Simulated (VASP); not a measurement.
# CdF2 (Fm-3m) in VASP: further runs

The runs below take CdF2 through single point, relaxation of cell and atoms, with PBE.

Program: VASP 6.6.1. These are calculated values, not measurements. Logs are shortened: lines on timing, memory, paths and dates and some standing lists are left out, and cuts for length are marked.

## 1. The cell of the first run

The structure is cubic, space group Fm-3m (No. 225). The conventional cell has a = 5.481 Å, b = 5.481 Å, c = 5.481 Å, α = 90.00°, β = 90.00°, γ = 90.00°. Within 3.1 Å of Cd (site symmetry m-3m) lie 8 F at 2.37 Å. Within 3.1 Å of F (site symmetry -43m) lie 4 Cd at 2.37 Å and 6 F at 2.74 Å.

## 2. Single point, PBE

Input file INCAR:

```
SYSTEM = CdF2
PREC = Accurate
ENCUT = 520
EDIFF = 1E-7
ISMEAR = 0
SIGMA = 0.02
LREAL = .FALSE.
LASPH = .TRUE.
NELM = 80
ALGO = Normal
ISIF = 2
LWAVE = .FALSE.
LCHARG = .FALSE.
GGA = PE
NBANDS = 20
```

Input file KPOINTS:

```
regular mesh
0
G
  8 8 8
  0 0 0
```

Input file POSCAR:

```
CdF2
1.0
    0.0000000000      2.7407341235      2.7407341235
    2.7407341235      0.0000000000      2.7407341235
    2.7407341235      2.7407341235      0.0000000000
Cd F
1 2
Direct
    0.0000000000      0.0000000000      0.0000000000
    0.2500000000      0.2500000000      0.2500000000
    0.7500000000      0.7500000000      0.7500000000
```

Potentials or basis: VASP PAW PBE potentials, release 64 (Cd, F).

The run is started by

```console
> cat potpaw_PBE.64/Cd/POTCAR potpaw_PBE.64/F/POTCAR > POTCAR
> mpirun -np 1 vasp_std > vasp.out
```

OUTCAR:

```text
SYSTEM = CdF2
   PREC = Accurate
   ENCUT = 520
   EDIFF = 1E-7
   ISMEAR = 0
   LREAL = .FALSE.
   LASPH = .TRUE.
   NELM = 80
   ISIF = 2
   GGA = PE

 ion  position               nearest neighbor table
   1  0.000  0.000  0.000-   3 2.37   3 2.37   3 2.37   2 2.37   3 2.37   2 2.37   2 2.37   2 2.37

   2  0.250  0.250  0.250-   1 2.37   1 2.37   1 2.37   1 2.37
   3  0.750  0.750  0.750-   1 2.37   1 2.37   1 2.37   1 2.37

  LATTYP: Found a face centered cubic cell.
 ALAT       =     5.4814682470

  Lattice vectors:

 A1 = (   0.0000000000,   2.7407341235,   2.7407341235)
 A2 = (   2.7407341235,   0.0000000000,   2.7407341235)
 A3 = (   2.7407341235,   2.7407341235,   0.0000000000)

Analysis of symmetry for initial positions (statically):
=====================================================================
 Subroutine PRICEL returns:
 Original cell was already a primitive cell.

 Routine SETGRP: Setting up the symmetry group for a
 face centered cubic supercell.

 Subroutine GETGRP returns: Found 48 space group operations
 (whereof 48 operations were pure point group operations)
 out of a pool of 48 trial point group operations.

The static configuration has the point symmetry O_h .

Analysis of symmetry for dynamics (positions and initial velocities):
=====================================================================
 Subroutine PRICEL returns:
 Original cell was already a primitive cell.

 Routine SETGRP: Setting up the symmetry group for a
 face centered cubic supercell.

 Subroutine GETGRP returns: Found 48 space group operations
 (whereof 48 operations were pure point group operations)
 out of a pool of 48 trial point group operations.

The dynamic configuration has the point symmetry O_h .

 Subroutine INISYM returns: Found 48 space group operations
 (whereof 48 operations are pure point group operations),
 and found     1 'primitive' translations

----------------------------------------------------------------------------------------

                                     Primitive cell

  volume of cell :      41.1747

  direct lattice vectors                    reciprocal lattice vectors
     0.000000000  2.740734123  2.740734123    -0.182432873  0.182432873  0.182432873
     2.740734123  0.000000000  2.740734123     0.182432873 -0.182432873  0.182432873
     2.740734123  2.740734123  0.000000000     0.182432873  0.182432873 -0.182432873

  length of vectors
     3.875983368  3.875983368  3.875983368     0.315983005  0.315983005  0.315983005

  position of ions in fractional coordinates (direct lattice)
     0.000000000  0.000000000  0.000000000
     0.250000000  0.250000000  0.250000000
     0.750000000  0.750000000  0.750000000

  ion indices of the primitive-cell ions
   primitive index   ion index
                 1           1
                 2           2
                 3           3

----------------------------------------------------------------------------------------

 KPOINTS: regular mesh

Automatic generation of k-mesh.
 Grid dimensions read from file:
 generate k-points for:    8    8    8

 Generating k-lattice:

  Cartesian coordinates                     Fractional coordinates (reciprocal lattice)
    -0.022804109  0.022804109  0.022804109     0.125000000  0.000000000  0.000000000
     0.022804109 -0.022804109  0.022804109     0.000000000  0.125000000  0.000000000
     0.022804109  0.022804109 -0.022804109     0.000000000  0.000000000  0.125000000

  Length of vectors
     0.039497876  0.039497876  0.039497876

  Shift w.r.t. Gamma in fractional coordinates (k-lattice)
     0.000000000  0.000000000  0.000000000

 Subroutine IBZKPT returns following result:
 ===========================================

 Found     29 irreducible k-points:

 Following reciprocal coordinates:
            Coordinates               Weight
  0.000000  0.000000  0.000000      1.000000
  0.125000  0.000000  0.000000      8.000000
  0.250000  0.000000  0.000000      8.000000
  0.375000  0.000000  0.000000      8.000000
  0.500000  0.000000  0.000000      4.000000
  0.125000  0.125000  0.000000      6.000000
[... 16 lines left out ...]
  0.500000  0.250000  0.125000     48.000000
 -0.375000  0.250000  0.125000     24.000000
 [... further k-points ...]
   k-points           NKPTS =     29   k-points in BZ     NKDIM =     29   number of bands    NBANDS=     20
   number of dos      NEDOS =    301   number of ions     NIONS =      3
   total plane-waves  NPLWV =  27000
   dimension x,y,z NGX =    30 NGY =   30 NGZ =   30
   dimension x,y,z NGXF=    60 NGYF=   60 NGZF=   60
   ions per type =               1   2
   NGX,Y,Z   is equivalent  to a cutoff of  12.87, 12.87, 12.87 a.u.
   NGXF,Y,Z  is equivalent  to a cutoff of  25.73, 25.73, 25.73 a.u.
 SYSTEM =  CdF2
   PREC   = accura    normal or accurate (medium, high low for compatibility)
   ISTART =      0    job   : 0-new  1-cont  2-samecut
   ICHARG =      2    charge: 1-file 2-atom 10-const
   ISPIN  =      1    spin polarized calculation?
   LNONCOLLINEAR =      F non collinear calculations
   LSORBIT =      F    spin-orbit coupling
   LASPH  =      T    aspherical Exc in radial PAW
   ENCUT  =  520.0 eV  38.22 Ry    6.18 a.u.   7.21  7.21  7.21*2*pi/ulx,y,z
   NELM   =     80;   NELMIN=  2; NELMDL= -5     # of ELM steps
   EDIFF  = 0.1E-06   stopping-criterion for ELM
   LREAL  =      F    real-space projection
   EDIFFG = 0.1E-05   stopping-criterion for IOM
   NSW    =      0    number of steps for IOM
   IBRION =     -1    ionic relax: 0-MD 1-quasi-New 2-CG
   NFREE  =      0    steps in history (QN), initial steepest desc. (CG)
   ISIF   =      2    stress and relaxation
   ISYM   =      2    0-nonsym 1-usesym 2-fastsym
   POTIM  = 0.5000    time-step for ionic-motion
   TEBEG  =    0.0;   TEEND  =   0.0 temperature during run
   PSTRESS=    0.0 pullay stress
   NELECT =      26.0000    total number of electrons
   NUPDOWN=      -1.0000    fix difference up-down
   EMIN   =  10.00;   EMAX   =-10.00  energy-range for DOS
   EFERMI =   0.00;   METHOD = LEGACY
   ISMEAR =     0;   SIGMA  =   0.02  broadening in eV -4-tet -1-fermi 0-gaus
   EFERMI_NEDOS =   21; number of points for ismear=-14 and -15
   IALGO  =     38    algorithm
   IMIX   =      4    mixing-type and parameters
     AMIX     =   0.40;   BMIX     =  1.00
     AMIX_MAG =   1.60;   BMIX_MAG =  1.00
  volume/ion in A,a.u.               =      13.72        92.62
  Fermi-wavevector in a.u.,A,eV,Ry     =   1.404502  2.654124 26.839206  1.972626
  Thomas-Fermi vector in A             =   2.527057
   LORBIT       =      0    0 simple, 1 ext, 2 COOP (PROOUT), +10 PAW based schemes
   GGA     = PE    functional components
   LHFCALC =     F    Hartree Fock is set to
   AEXX    =    0.0000 exact exchange contribution
   IVDW    =     0    specifies the selected vdW correction
   LEPSILON=     F    determine dielectric tensor
   LRPA    =     F    only Hartree local field effects (RPA)
 non-spin polarized calculation
 Gauss-broadening in eV      SIGMA  =   0.02
  energy-cutoff  :      520.00
  volume of cell :       41.17
 maximum number of plane-waves:      1124
 NGX is ok and might be reduce to    30
   NGX = 15   NGY = 15   NGZ = 15

 number of electron      25.9999995 magnetization

 Free energy of the ion-electron system (eV)
  ---------------------------------------------------
  ext. energy  EPLUGINS =         0.00000000
  ---------------------------------------------------
  free energy    TOTEN  =       -10.90523295 eV

  energy without entropy =      -10.90523295  energy(sigma->0) =      -10.90523295

 E-fermi :  -1.4790     XC(G=0): -10.1343

 val. band max:       -1.6846729381   @ k =  -0.2500   0.5000   0.2500
 cond. band min:       1.2012867422   @ k =   0.0000   0.0000   0.0000
 fundamental gap:      2.8859596803
 Fermi energy:        -1.4789745978

 k-point     1 :       0.0000    0.0000    0.0000
  band No.  band energies     occupation
      1     -22.2163      2.00000
      2     -21.2487      2.00000
      3      -7.1650      2.00000
      4      -7.1650      2.00000
      5      -7.1650      2.00000
      6      -6.1702      2.00000
[... 12 lines left out ...]
     19      17.8385      0.00000
     20      17.8385      0.00000

 k-point     2 :       0.1250    0.0000    0.0000
  band No.  band energies     occupation
      1     -22.1740      2.00000
      2     -21.2874      2.00000
      3      -7.1139      2.00000
      4      -7.1139      2.00000
      5      -7.0209      2.00000
      6      -6.1835      2.00000
[... 12 lines left out ...]
     19      17.4272      0.00000
     20      17.4272      0.00000

 k-point     3 :       0.2500    0.0000    0.0000
  band No.  band energies     occupation
      1     -22.0556      2.00000
      2     -21.3914      2.00000
      3      -6.9976      2.00000
      4      -6.9976      2.00000
      5      -6.6384      2.00000
      6      -6.1926      2.00000
[... 12 lines left out ...]
     19      16.7595      0.00000
     20      17.3497      0.00000

 k-point     4 :       0.3750    0.0000    0.0000
  band No.  band energies     occupation
      1     -21.8927      2.00000
      2     -21.5382      2.00000
      3      -6.9050      2.00000
      4      -6.9050      2.00000
      5      -6.1772      2.00000
      6      -6.1492      2.00000
[... 12 lines left out ...]
     19      16.2959      0.00000
     20      16.9399      0.00000

 k-point     5 :       0.5000    0.0000    0.0000
  band No.  band energies     occupation
      1     -21.7421      2.00000
      2     -21.6813      2.00000
      3      -6.8780      2.00000
      4      -6.8780      2.00000
      5      -6.1084      2.00000
      6      -6.1084      2.00000
[... 12 lines left out ...]
     19      16.1363      0.00000
     20      16.6263      0.00000
[... 353 lines left out ...]
      6      -6.0713      2.00000
[... 12 lines left out ...]
     19      17.2466      0.00000
     20      19.4916      0.00000

 k-point    22 :       0.3750    0.2500    0.1250
  band No.  band energies     occupation
      1     -21.9736      2.00000
      2     -21.4571      2.00000
      3      -6.8665      2.00000
      4      -6.8427      2.00000
      5      -6.4251      2.00000
      6      -6.3695      2.00000
[... 12 lines left out ...]
     19      17.4009      0.00000
     20      19.5783      0.00000

 k-point    23 :       0.5000    0.2500    0.1250
  band No.  band energies     occupation
      1     -21.8425      2.00000
      2     -21.5706      2.00000
      3      -6.7852      2.00000
      4      -6.7170      2.00000
      5      -6.3364      2.00000
      6      -6.1527      2.00000
[... 12 lines left out ...]
     19      16.8602      0.00000
     20      19.6930      0.00000

 k-point    24 :      -0.3750    0.2500    0.1250
  band No.  band energies     occupation
      1     -21.7179      2.00000
      2     -21.6874      2.00000
      3      -6.7596      2.00000
      4      -6.6845      2.00000
      5      -6.1961      2.00000
      6      -6.1866      2.00000
[... 12 lines left out ...]
     19      16.6555      0.00000
     20      20.1516      0.00000

 [... further k-points ...]

------------------------ aborting loop because EDIFF is reached ----------------------------------------

  FORCE on cell =-STRESS in cart. coord.  units (eV):
  Direction    XX          YY          ZZ          XY          YZ          ZX
  --------------------------------------------------------------------------------------
  -------------------------------------------------------------------------------------
  Total        0.1336393      0.1336393      0.1336393      0.0000000      0.0000000      0.0000000
  in kB        5.2001277      5.2001277      5.2001277      0.0000000      0.0000000      0.0000000
  external PRESSURE =       5.2001277 kB  Pullay stress =       0.0000000 kB

 VOLUME and BASIS-vectors are now :
 -----------------------------------------------------------------------------
  energy-cutoff  :      520.00
  volume of cell :       41.17
      direct lattice vectors                 reciprocal lattice vectors
     0.000000000  2.740734123  2.740734123    -0.182432873  0.182432873  0.182432873
     2.740734123  0.000000000  2.740734123     0.182432873 -0.182432873  0.182432873
     2.740734123  2.740734123  0.000000000     0.182432873  0.182432873 -0.182432873

 POSITION                                       TOTAL-FORCE (eV/Angst)
 -----------------------------------------------------------------------------------
      0.00000      0.00000      0.00000         0.000000      0.000000      0.000000
      1.37037      1.37037      1.37037        -0.000000      0.000000      0.000000
      4.11110      4.11110      4.11110        -0.000000     -0.000000     -0.000000
 -----------------------------------------------------------------------------------
    total drift:                                0.000000     -0.000000      0.000000

  FREE ENERGIE OF THE ION-ELECTRON SYSTEM (eV)
  ---------------------------------------------------
  free  energy   TOTEN  =       -10.9052329480 eV

  energy  without entropy=      -10.9052329480  energy(sigma->0) =      -10.90523295
```

Run time: 24 s. Hardware: 1 thread of Intel Xeon Platinum 8259CL at 2.50GHz (Skylake/Cascade Lake), shared host; peak memory 0.17 GiB.

Results:

```yaml
Free_energy: -10.9052 eV
Pressure: 0.5 GPa
Band_gap_on_the_k_mesh: 2.89 eV, indirect (least direct gap 3.44 eV)
```

A k mesh can miss the band edges. As with any semilocal functional, this PBE gap is likely too small.

## 3. Relaxation of cell and atoms, PBE

Input file INCAR:

```
SYSTEM = CdF2
PREC = Accurate
ENCUT = 600
EDIFF = 1E-6
ISMEAR = 0
SIGMA = 0.02
LREAL = .FALSE.
LASPH = .TRUE.
NELM = 100
ALGO = Normal
ISIF = 3
LWAVE = .FALSE.
LCHARG = .FALSE.
GGA = PE
IBRION = 2
NSW = 100
EDIFFG = -0.01
```

Input file KPOINTS:

```
Automatic mesh
0
G
  8 8 8
  0 0 0
```

Input file POSCAR:

```
CdF2
1.0
    0.0000000000      2.7401552331      2.7401552331
    2.7401552331      0.0000000000      2.7401552331
    2.7401552331      2.7401552331      0.0000000000
Cd F
1 2
Direct
    0.0000000000      0.0000000000      0.0000000000
    0.2500000000      0.2500000000      0.2500000000
    0.7500000000      0.7500000000      0.7500000000
```

Potentials or basis: VASP PAW PBE potentials, release 64 (Cd, F).

The run is started by

```console
> cat potpaw_PBE.64/Cd/POTCAR potpaw_PBE.64/F/POTCAR > POTCAR
> mpirun -np 1 vasp_std > vasp.out
```

Run time: 28 s. Hardware: 1 thread of Intel Xeon Platinum 8259CL at 2.50GHz (Skylake/Cascade Lake), shared host; peak memory 0.19 GiB.

The run converged. Its results:

```
Free energy                            : -10.9086 eV
Relaxed volume                         : 13.79 Å³/atom
Relaxed cell                           : a = 3.882 Å, b = 3.882 Å, c = 3.882 Å, α = 60.00°, β = 60.00°, γ = 60.00°
Space group after relaxing (to 0.05 Å) : Fm-3m (No. 225)
Energy gained by relaxing              : 0.1 meV/atom
Ionic steps                            : 2
Pressure after relaxing                : -0.1 GPa
Band gap on the k mesh                 : 2.87 eV, indirect (least direct gap 3.43 eV)
```

Step by step:
```tsv
step	energy change (eV)	largest force (eV/Å)	pressure (GPa)	volume (Å³)
1	0.0000	0.0000	0.44	41.15
2	-0.0002	0.0000	-0.11	41.37
```

Final structure:
```
Cd F
1.0
     0.00000    2.74512    2.74512
     2.74512    0.00000    2.74512
     2.74512    2.74512    0.00000
Cd F
1 2
Direct
  0.00000 0.00000 0.00000
  0.25000 0.25000 0.25000
  0.75000 0.75000 0.75000
```

Levels at points of the mesh, in eV from the valence-band top:
```
           k point  band 11  band 12  band 13  band 14  band 15  band 16
(0.00, 0.00, 0.00)    -0.56    -0.56    -0.56     2.87    12.43    12.43
(0.50, 0.00, 0.00)    -1.64    -0.43    -0.43     6.75     8.97    14.01
(0.50, 0.50, 0.00)    -0.40    -0.08    -0.08     7.54     9.35    11.80
```
